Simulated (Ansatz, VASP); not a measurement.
# BaTe in VASP and in Ansatz

Contents of POSCAR:

```
BaTe
1.0
    4.2448181589      0.0000000000      0.0000000000
    0.0000000000      4.2448181589      0.0000000000
    0.0000000000      0.0000000000      4.2448181589
Ba Te
1 1
Direct
    0.0000000000      0.0000000000      0.0000000000
    0.5000000000      0.5000000000      0.5000000000
```

File INCAR.step1:

```
ALGO = Normal
EDIFF = 1E-5
ENCUT = 520
GGA = PE
ISIF = 2
ISMEAR = 1
LASPH = T
LCHARG = F
LREAL = F
LWAVE = T
NBANDS = 15
NELM = 100
PREC = Accurate
SIGMA = 0.5
```

INCAR.step2

```
ALGO = Normal
EDIFF = 1E-7
ENCUT = 520
GGA = PE
HFSCREEN = 0.2079
ISIF = 2
ISMEAR = 1
ISTART = 1
LASPH = T
LCHARG = F
LHFCALC = T
LREAL = F
LWAVE = F
NBANDS = 15
NELM = 100
PREC = Accurate
PRECFOCK = Normal
SIGMA = 0.5
```

The input KPOINTS:

```
k-points
0
Gamma
  4 4 4
```

Input for Ansatz:

```yaml
crystal:
  lattice:
    - [4.2448181589, 0.0, 0.0]
    - [0.0, 4.2448181589, 0.0]
    - [0.0, 0.0, 4.2448181589]
  atoms:
    - { symbol: Ba, position: [0.0, 0.0, 0.0] }
    - { symbol: Te, position: [0.5, 0.5, 0.5] }
kpoints:
  mp_grid: { grid: [4, 4, 4] }
hamiltonian:
  xc: hse06
scf:
  occupations: { method: methfessel_paxton, width: 0.5 }
  n_extra_bands: 4
output:
  forces: true
  stress: true
  eigenvalues: true
```

Alike in both runs: task single point; functional HSE06; k mesh 4 × 4 × 4; occupations methfessel-paxton of order 1, width 0.5 eV; no spin polarisation.

|  | VASP | Ansatz |
| --- | --- | --- |
| version | VASP 6.6.1 | Ansatz 0.2.0 |
| potentials or method | VASP PAW PBE potentials, release 64 (Ba_sv, Te) | plane waves |
| plane-wave cutoff (eV) | 520 | 420 |
| valence electrons in the cell | 16 | 26 |

VASP gave:

| Item | Value |
| --- | --- |
| pressure (GPa) | -0.1 |

**Question.** What did Ansatz give for the same quantities?

**Answer.** Pressure (GPa): -0.3.

VASP's potentials hold 16 valence electrons a cell and Ansatz's 26, so a difference there can come from the potentials and not from the codes. Ansatz's warnings: stress exchange threshold loose, stress scf threshold loose.

Neither program's run includes spin-orbit coupling.
